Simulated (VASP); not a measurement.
Here is a VASP 6.6.1 calculation.

File INCAR:

```
SYSTEM = MoS2
ALGO = Normal ; EDIFF = 1E-7
ENCUT = 520 ; GGA = PE
ISIF = 2 ; ISMEAR = 0
LASPH = .TRUE. ; LCHARG = .FALSE.
LREAL = .FALSE. ; LWAVE = .FALSE.
NBANDS = 20 ; NELM = 100
PREC = Accurate ; SIGMA = 0.01
```

KPOINTS

```
k-points
0
G
  6 6 6
  0 0 0
```

File POSCAR:

```
MoS2
1.0
    1.5875903419      0.9165957113      6.1939281332
   -1.5875903419      0.9165957113      6.1939281332
    0.0000000000     -1.8331914226      6.1939281332
Mo S
1 2
Direct
    0.0000965174      0.0000965174      0.0000965174
    0.2497906784      0.2497906784      0.2497906784
    0.4171128042      0.4171128042      0.4171128042
```

Potentials or basis: VASP PAW PBE potentials, release 64 (Mo_sv, S).

Command:

```bash
$ cat potpaw_PBE.64/Mo_sv/POTCAR potpaw_PBE.64/S/POTCAR > POTCAR
$ mpirun -np 1 vasp_std > vasp.out
```

(1) Predict the band gap on the k mesh.

(2) What does it give for the pressure?

## Answers

(1) 0.97 eV, indirect (least direct gap 1.69 eV).

(2) 2.3 GPa.
